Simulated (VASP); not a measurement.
HfC:

```
Hf C
1.0
     2.86000    0.00000    0.00000
     0.00000    2.86000    0.00000
     0.00000    0.00000    2.86000
Hf C
1 1
Direct
  0.00000 0.00000 0.00000
  0.50000 0.50000 0.50000
```

```yaml
Program: VASP 6.6.1
Task: relaxation of cell and atoms
Functional: r2SCAN
Potentials_or_basis: VASP PAW PBE potentials, release 64 (Hf_pv, C)
Cutoff: 600 eV
k_mesh: 8 × 8 × 8
Occupations: fermi-dirac, width 0.05 eV
Spin: no spin polarisation
```

At the start: pressure 4.3 GPa; volume 11.70 Å³/atom.

How do energy, volume and symmetry change on relaxing?

Over 3 steps the energy falls by 3.0 meV/atom and the volume is 11.92 Å³/atom (+1.9 %); space group Pm-3m (No. 221, to 0.05 Å).

The path:
```tsv
step	energy change (eV)	largest force (eV/Å)	pressure (GPa)	volume (Å³)
1	0.0000	0.0000	4.32	23.39
2	0.0051	0.0000	-5.52	24.48
3	-0.0060	0.0000	-0.09	23.85
```

Final structure:
```cif
data_structure
_symmetry_space_group_name_H-M 'P 1'
_symmetry_Int_Tables_number 1
_cell_length_a 2.8784
_cell_length_b 2.8784
_cell_length_c 2.8784
_cell_angle_alpha 90.000
_cell_angle_beta 90.000
_cell_angle_gamma 90.000
_cell_volume 23.85
loop_
_atom_site_label
_atom_site_type_symbol
_atom_site_fract_x
_atom_site_fract_y
_atom_site_fract_z
_atom_site_occupancy
Hf1 Hf 0.00000 0.00000 0.00000 1
C1 C 0.50000 0.50000 0.50000 1
```

Caveat: the PAW data sets were made with another functional, which shifts forces and pressure a little.
